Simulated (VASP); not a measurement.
GaN: single point with PBE

Crystal: GaN.

```
CELL_PARAMETERS angstrom
0.00000 2.24895 2.24895
2.31642 0.00000 2.24895
2.31642 2.24895 0.00000
ATOMIC_POSITIONS crystal
Ga 0.00000 0.00000 0.00000
N 0.25000 0.25000 0.25000
```

This cell differs from its parent crystal: uniaxial x strain +3.0%.

```yaml
Program: VASP 6.6.1
Task: single point
Functional: PBE
Potentials_or_basis: VASP PAW PBE potentials, release 64 (Ga_d, N)
Cutoff: 520 eV
k_mesh: 6 × 6 × 6
Occupations: gaussian, width 0.01 eV
Spin: no spin polarisation
Dipole_correction: no
Further_INCAR_settings: ALGO = Normal; EDIFF = 1e-07; NBANDS = 16
```

```json
{
 "Pressure": "0.7 GPa",
 "Band gap on the k mesh": "1.52 eV, direct"
}
```

Stress tensor (GPa, compression positive):
```
-1.92  0.00  0.00
 0.00  1.96  0.00
 0.00  0.00  1.96
```

Levels at points of the mesh, in eV from the valence-band top:
```
           k point  band 7  band 8  band 9  band 10  band 11  band 12
(0.00, 0.00, 0.00)   -0.14    0.00    0.00     1.52    10.08    10.08
(0.50, 0.00, 0.00)   -6.93   -1.10   -0.88     4.41     8.56    10.01
(0.50, 0.50, 0.00)   -5.97   -2.74   -2.73     3.24     6.32    11.62
(0.00, 0.50, 0.50)   -6.29   -2.52   -2.52     3.42     6.77    11.24
```

Run time: 27 s on 1 thread of Intel Xeon 6975P-C, with other jobs on the host, peak memory 0.14 GiB.

Caveat: the cell differs from its parent crystal (uniaxial x strain +3.0%).
